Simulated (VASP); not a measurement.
# InSe (P2/m) in VASP: a series of runs, part 2 of 2

VASP 6.6.1.

### 4 Single point, PBEsol (the part above a cut slid along it)

INCAR reads:

```
SYSTEM = InSe
  ALGO = Fast
  EDIFF = 1E-6
  ENCUT = 520
  GGA = PS
  ISIF = 2
  ISMEAR = 0
  LASPH = .True.
  LCHARG = .True.
  LELF = .True.
  LREAL = .False.
  LVHAR = .True.
  LWAVE = .False.
  NBANDS = 48
  NELM = 100
  PREC = Accurate
  SIGMA = 0.05
```

KPOINTS reads:

```
k-points
0
Gamma
  6 7 3
  0 0 0
```

POSCAR reads:

```
InSe
1.0
    1.6051187225      0.0000000000     -4.2720903381
    0.0000000000      4.1105485099      0.0000000000
   10.7867816795      0.0000000000      2.5526644231
In Se
4 4
Direct
    0.7024276677      0.0000000000      0.3858026583
    0.0024276677      0.5000000000      0.8858026583
   -0.1024276677      0.0000000000      0.6141973417
    0.5975723323      0.5000000000      0.1141973417
   -0.0446540384      0.0000000000      0.1547212196
    0.2553459616      0.5000000000      0.6547212196
    0.6446540384      0.0000000000      0.8452787804
    0.3446540384      0.5000000000      0.3452787804
```

Potentials or basis: VASP PAW PBE potentials, release 64 (In_d, Se).

Launch:

```console
> cat potpaw_PBE.64/In_d/POTCAR potpaw_PBE.64/Se/POTCAR > POTCAR
> mpirun -np 1 vasp_std > vasp.out
```

OUTCAR:

```text
SYSTEM = InSe
   EDIFF = 1E-6
   ENCUT = 520
   GGA = PS
   ISIF = 2
   ISMEAR = 0
   LASPH = .True.
   LREAL = .False.
   NELM = 100
   PREC = Accurate

 ion  position               nearest neighbor table
   1  0.702  0.000  0.386-   5 2.67   8 2.70   8 2.70   3 2.79   4 3.73   4 3.73
   2  0.002  0.500  0.886-   6 2.67   7 2.70   7 2.70   4 2.94   3 3.73   3 3.73   4 3.94
   3  0.898  0.000  0.614-   7 2.67   6 2.70   6 2.70   1 2.79   2 3.73   2 3.73
   4  0.598  0.500  0.114-   8 2.67   5 2.70   5 2.70   2 2.94   1 3.73   1 3.73   2 3.94
   5  0.955  0.000  0.155-   1 2.67   4 2.70   4 2.70
   6  0.255  0.500  0.655-   2 2.67   3 2.70   3 2.70
   7  0.645  0.000  0.845-   3 2.67   2 2.70   2 2.70
   8  0.345  0.500  0.345-   4 2.67   1 2.70   1 2.70

  LATTYP: Found a simple monoclinic cell.
 ALAT       =     4.5636785568
 B/A-ratio  =     0.9007094734
 C/A-ratio  =     2.4288976550
 COS(beta)  =    -0.1266895947

  Lattice vectors:

 A1 = (   1.6051187225,   0.0000000000,  -4.2720903381)
 A2 = (   0.0000000000,  -4.1105485099,   0.0000000000)
 A3 = ( -10.7867816795,   0.0000000000,  -2.5526644231)

Analysis of symmetry for initial positions (statically):
=====================================================================
 Subroutine PRICEL returns:
 Original cell was already a primitive cell.

 Routine SETGRP: Setting up the symmetry group for a
 simple monoclinic supercell.

 Subroutine GETGRP returns: Found  4 space group operations
 (whereof  2 operations were pure point group operations)
 out of a pool of  4 trial point group operations.

The static configuration has the point symmetry C_1h.
 The point group associated with its full space group is C_2h.

Analysis of symmetry for dynamics (positions and initial velocities):
=====================================================================
 Subroutine PRICEL returns:
 Original cell was already a primitive cell.

 Routine SETGRP: Setting up the symmetry group for a
 simple monoclinic supercell.

 Subroutine GETGRP returns: Found  4 space group operations
 (whereof  2 operations were pure point group operations)
 out of a pool of  4 trial point group operations.

The dynamic configuration has the point symmetry C_1h.
 The point group associated with its full space group is C_2h.

 Subroutine INISYM returns: Found  4 space group operations
 (whereof  2 operations are pure point group operations),
 and found     1 'primitive' translations

----------------------------------------------------------------------------------------

                                     Primitive cell

  volume of cell :     206.2650

  direct lattice vectors                    reciprocal lattice vectors
     1.605118723  0.000000000 -4.272090338     0.050870728  0.000000000 -0.214964191
     0.000000000  4.110548510  0.000000000     0.000000000  0.243276535  0.000000000
    10.786781680  0.000000000  2.552664423     0.085136278  0.000000000  0.031987580

  length of vectors
     4.563678557  4.110548510 11.084708145     0.220901413  0.243276535  0.090947189

[... 51 lines left out ...]
  0.333333  0.000000  0.000000      2.000000
  0.500000  0.000000  0.000000      1.000000
  0.000000  0.142857  0.000000      2.000000
  0.166667  0.142857  0.000000      4.000000
[... 16 lines left out ...]
  0.000000  0.142857  0.333333      4.000000
  0.166667  0.142857  0.333333      4.000000
 [... further k-points ...]
   k-points           NKPTS =     40   k-points in BZ     NKDIM =     40   number of bands    NBANDS=     48
   number of dos      NEDOS =    301   number of ions     NIONS =      8
   total plane-waves  NPLWV =  96768
   dimension x,y,z NGX =    36 NGY =   32 NGZ =   84
   dimension x,y,z NGXF=    72 NGYF=   64 NGZF=  168
   ions per type =               4   4
   NGX,Y,Z   is equivalent  to a cutoff of  13.11, 12.94, 12.60 a.u.
   NGXF,Y,Z  is equivalent  to a cutoff of  26.23, 25.88, 25.20 a.u.
 SYSTEM =  InSe
   PREC   = accura    normal or accurate (medium, high low for compatibility)
   ISTART =      0    job   : 0-new  1-cont  2-samecut
   ICHARG =      2    charge: 1-file 2-atom 10-const
   ISPIN  =      1    spin polarized calculation?
   LNONCOLLINEAR =      F non collinear calculations
   LSORBIT =      F    spin-orbit coupling
   LASPH  =      T    aspherical Exc in radial PAW
   ENCUT  =  520.0 eV  38.22 Ry    6.18 a.u.   8.49  7.64 20.61*2*pi/ulx,y,z
   NELM   =    100;   NELMIN=  2; NELMDL= -5     # of ELM steps
   EDIFF  = 0.1E-05   stopping-criterion for ELM
   LREAL  =      F    real-space projection
   EDIFFG = 0.1E-04   stopping-criterion for IOM
   NSW    =      0    number of steps for IOM
   IBRION =     -1    ionic relax: 0-MD 1-quasi-New 2-CG
   NFREE  =      0    steps in history (QN), initial steepest desc. (CG)
   ISIF   =      2    stress and relaxation
   ISYM   =      2    0-nonsym 1-usesym 2-fastsym
   POTIM  = 0.5000    time-step for ionic-motion
   TEBEG  =    0.0;   TEEND  =   0.0 temperature during run
   PSTRESS=    0.0 pullay stress
   NELECT =      76.0000    total number of electrons
   NUPDOWN=      -1.0000    fix difference up-down
   EMIN   =  10.00;   EMAX   =-10.00  energy-range for DOS
   EFERMI =   0.00;   METHOD = LEGACY
   ISMEAR =     0;   SIGMA  =   0.05  broadening in eV -4-tet -1-fermi 0-gaus
   EFERMI_NEDOS =   21; number of points for ismear=-14 and -15
   IALGO  =     68    algorithm
   IMIX   =      4    mixing-type and parameters
     AMIX     =   0.40;   BMIX     =  1.00
     AMIX_MAG =   1.60;   BMIX_MAG =  1.00
  volume/ion in A,a.u.               =      25.78       173.99
  Fermi-wavevector in a.u.,A,eV,Ry     =   1.173647  2.217871 18.741310  1.377447
  Thomas-Fermi vector in A             =   2.310057
   LORBIT       =      0    0 simple, 1 ext, 2 COOP (PROOUT), +10 PAW based schemes
   GGA     = PS    functional components
   LHFCALC =     F    Hartree Fock is set to
   AEXX    =    0.0000 exact exchange contribution
   IVDW    =     0    specifies the selected vdW correction
   LEPSILON=     F    determine dielectric tensor
   LRPA    =     F    only Hartree local field effects (RPA)
 non-spin polarized calculation
 RMM-DIIS sequential band-by-band and
 Gauss-broadening in eV      SIGMA  =   0.05
  energy-cutoff  :      520.00
  volume of cell :      206.27
 maximum number of plane-waves:      5599
 NGX is ok and might be reduce to    36
   NGX = 17   NGY = 15   NGZ = 41

 number of electron      75.9999990 magnetization

 Free energy of the ion-electron system (eV)
  ---------------------------------------------------
  ext. energy  EPLUGINS =         0.00000000
  ---------------------------------------------------
  free energy    TOTEN  =       -29.80685849 eV

  energy without entropy =      -29.80261733  energy(sigma->0) =      -29.80473791

 E-fermi :   5.1131     XC(G=0):  -9.8363

 val. band max:        5.0943674522   @ k =   0.0000   0.2857   0.3333
 cond. band min:       5.1171057920   @ k =  -0.3333   0.1429   0.3333
 fundamental gap:      0.0227383398
 Fermi energy:         5.1131283280

 k-point     1 :       0.0000    0.0000    0.0000
  band No.  band energies     occupation
      1      -9.7238      2.00000
      2      -9.6502      2.00000
      3      -9.5572      2.00000
      4      -9.4079      2.00000
      5      -9.3650      2.00000
      6      -9.3617      2.00000
[... 1213 lines left out ...]
     47       9.8539      0.00000
     48      10.2924      0.00000

 [... further k-points ...]

------------------------ aborting loop because EDIFF is reached ----------------------------------------

  FORCE on cell =-STRESS in cart. coord.  units (eV):
  Direction    XX          YY          ZZ          XY          YZ          ZX
  --------------------------------------------------------------------------------------
  -------------------------------------------------------------------------------------
  Total        1.5923707      2.1389602      0.3297587      0.0000000      0.0000000      2.0095068
  in kB       12.3688467     16.6145175      2.5614232      0.0000000      0.0000000     15.6089795
  external PRESSURE =      10.5149291 kB  Pullay stress =       0.0000000 kB

 VOLUME and BASIS-vectors are now :
 -----------------------------------------------------------------------------
  energy-cutoff  :      520.00
  volume of cell :      206.27
      direct lattice vectors                 reciprocal lattice vectors
     1.605118723  0.000000000 -4.272090338     0.050870728  0.000000000 -0.214964191
     0.000000000  4.110548510  0.000000000     0.000000000  0.243276535  0.000000000
    10.786781680  0.000000000  2.552664423     0.085136278  0.000000000  0.031987580

 POSITION                                       TOTAL-FORCE (eV/Angst)
 -----------------------------------------------------------------------------------
      5.28905      0.00000     -2.01601         0.038019      0.000000     -0.053118
      9.55886      2.05527      2.25079         0.077046      0.000000     -0.449424
      8.06592      0.00000     -2.26667        -0.038019      0.000000      0.053118
      2.19100      2.05527     -2.26138        -0.077046      0.000000      0.449424
      3.20239      0.00000     -3.68637         0.312792      0.000000     -0.116129
      7.47220      2.05527      0.58042        -0.164408      0.000000     -0.237064
     10.15258      0.00000     -0.59631        -0.312792      0.000000      0.116129
      4.27766      2.05527     -0.59101         0.164408      0.000000      0.237064
 -----------------------------------------------------------------------------------
    total drift:                                0.000016      0.000000      0.000001

  FREE ENERGIE OF THE ION-ELECTRON SYSTEM (eV)
  ---------------------------------------------------
  free  energy   TOTEN  =       -29.8068584913 eV

  energy  without entropy=      -29.8026173297  energy(sigma->0) =      -29.80473791
```

Wall time 14 min (1 thread of Oxide Virtual Turin-like, shared host); peak memory 0.44 GiB.

Results:

- Free energy: -29.8069 eV
- Pressure: 1.1 GPa
- Largest force: 0.456 eV/Å
- Band gap on the k mesh: zero (bands 38 and 39 overlap by 0.60 eV)

Forces on the atoms (eV/Å):
```
In   0.038  0.000 -0.053
In   0.077  0.000 -0.449
In  -0.038  0.000  0.053
In  -0.077  0.000  0.449
Se   0.313  0.000 -0.116
Se  -0.164  0.000 -0.237
Se  -0.313  0.000  0.116
Se   0.164  0.000  0.237
```

Stress tensor (GPa, compression positive):
```
1.24 0.00 1.56
0.00 1.66 0.00
1.56 0.00 0.26
```

Levels at points of the mesh, in eV from the Fermi level:
```
           k point  band 35  band 36  band 37  band 38  band 39  band 40  band 41  band 42
(0.00, 0.00, 0.00)    -1.69    -1.69    -1.12     0.03     0.55     1.40     2.21     2.54
(0.50, 0.00, 0.00)    -1.57    -1.07    -0.80     0.25     0.31     1.31     2.27     2.78
```

Caveat: the cell differs from its parent crystal (the part above a cut slid along it); the PAW data sets were made with another functional, which shifts forces and pressure a little; spin-orbit coupling is left out, which moves the levels of the heavy elements.

### 5 Summary

| cell | gap on the mesh (eV) | pressure (GPa) | largest force (eV/Å) |
| --- | --- | --- | --- |
| a = 4.564, b = 4.111, c = 11.152 Å, angles 90.0, 80.4, 90.0°, 8 atoms | none | 1.5 | 0.73 |
| a = 4.564, b = 4.111, c = 11.006 Å, angles 90.0, 87.4, 90.0°, 8 atoms | 0.46 | 0.0 | 1.04 |
| a = 4.564, b = 4.111, c = 11.085 Å, angles 90.0, 82.7, 90.0°, 8 atoms | none | 1.1 | 0.46 |

Alike in all rows: task single point; level PBEsol; potentials or basis VASP PAW PBE potentials, release 64 (In_d, Se); no spin polarisation; k mesh 6 × 7 × 3; cutoff (eV) 520; smearing gaussian 0.05 eV.

Caveats: the PAW data sets were made with another functional, which shifts forces and pressure a little; spin-orbit coupling is left out, which moves the levels of the heavy elements; semilocal functionals underestimate gaps, and a narrow one can read as zero (at least some runs).

Total energies depend on the potentials used, so only differences within one code and one set of settings carry meaning.

The gap in the log of VASP goes by the Fermi energy; the results here count the filled bands.